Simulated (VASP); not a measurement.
Write the native input for VASP 6.6.1 that does the following.

| Item | Value |
| --- | --- |
| Task | single point |
| Functional | r2SCAN |
| Potentials or basis | VASP PAW PBE potentials, release 64 (Be, Zn, Se) |
| Cutoff | 520 eV |
| k mesh | 6 × 4 × 4 |
| Occupations | gaussian, width 0.02 eV |
| Spin | no spin polarisation |
| Dipole correction | no |
| Further INCAR settings | ALGO = Normal; EDIFF = 1e-06; NBANDS = 31 |

Be3ZnSe4:

```
Be Zn Se
1.0
     3.74769    0.00000    0.00000
     0.00000    7.52403    0.00000
     0.00000    0.00000    5.32747
Be Zn Se
3 1 4
Direct
  0.00000 0.50000 0.00309
  0.50000 0.74009 0.50017
  0.50000 0.25991 0.50017
  0.00000 0.00000 0.00066
  0.00000 0.26700 0.26283
  0.00000 0.73300 0.26283
  0.50000 0.00000 0.70999
  0.50000 0.50000 0.76025
```

These files were run (other wordings do the same):

POSCAR

```
Be3ZnSe4
1.0
    3.7476949000      0.0000000000      0.0000000000
    0.0000000000      7.5240339000      0.0000000000
    0.0000000000      0.0000000000      5.3274729000
Be Zn Se
3 1 4
Direct
    0.0000000000      0.5000000000      0.0030870000
    0.5000000000      0.7400880000      0.5001720000
    0.5000000000      0.2599120000      0.5001720000
    0.0000000000      0.0000000000      0.0006600000
    0.0000000000      0.2669960000      0.2628320000
    0.0000000000      0.7330040000      0.2628320000
    0.5000000000      0.0000000000      0.7099910000
    0.5000000000      0.5000000000      0.7602540000
```

INCAR.step1

```
SYSTEM = Be3ZnSe4
PREC     = Accurate       ! precision mode
ENCUT    = 520            ! plane-wave cutoff, eV
ISMEAR   = 0              ! smearing method
SIGMA    = 0.02           ! smearing width, eV
LREAL    = .False.        ! projectors in reciprocal space
LASPH    = .True.         ! aspherical terms in the spheres
NELM     = 100            ! most SCF steps
NBANDS   = 31             ! bands
GGA      = PE             ! functional
ALGO     = Normal         ! electronic algorithm
EDIFF    = 1E-4           ! SCF threshold, eV
LWAVE    = .True.         ! write WAVECAR
LCHARG   = .False.        ! write CHGCAR
```

INCAR.step2

```
SYSTEM = Be3ZnSe4
PREC     = Accurate       ! precision mode
ENCUT    = 520            ! plane-wave cutoff, eV
EDIFF    = 1E-6           ! SCF threshold, eV
ISMEAR   = 0              ! smearing method
SIGMA    = 0.02           ! smearing width, eV
LREAL    = .False.        ! projectors in reciprocal space
LASPH    = .True.         ! aspherical terms in the spheres
NELM     = 100            ! most SCF steps
ALGO     = Normal         ! electronic algorithm
ISIF     = 2              ! what is computed and relaxed
LWAVE    = .False.        ! write WAVECAR
LCHARG   = .False.        ! write CHGCAR
METAGGA  = R2SCAN         ! meta-GGA
LMIXTAU  = .True.       
NBANDS   = 31             ! bands
ISTART   = 1
```

KPOINTS

```
Automatic mesh
0
Gamma
  6 4 4
  0 0 0
```

Potentials or basis: VASP PAW PBE potentials, release 64 (Be, Zn, Se).

The run is started by

```console
$ cat potpaw_PBE.64/Be/POTCAR potpaw_PBE.64/Zn/POTCAR potpaw_PBE.64/Se/POTCAR > POTCAR
$ cp INCAR.step1 INCAR
$ mpirun -np 1 vasp_std > vasp.out
$ cp INCAR.step2 INCAR
$ mpirun -np 1 vasp_std > vasp.out
```

Results of the run:

The pressure is -1.0 GPa, the largest force is 0.171 eV/Å and the band gap on the k mesh is 2.98 eV.

Caveat: the PAW data sets were made with another functional, which shifts forces and pressure a little.

Wall time 5.3 min on 1 thread of AMD EPYC 9R45 96-Core Processor (Zen 5), with other jobs on the host, peak memory 0.32 GiB.
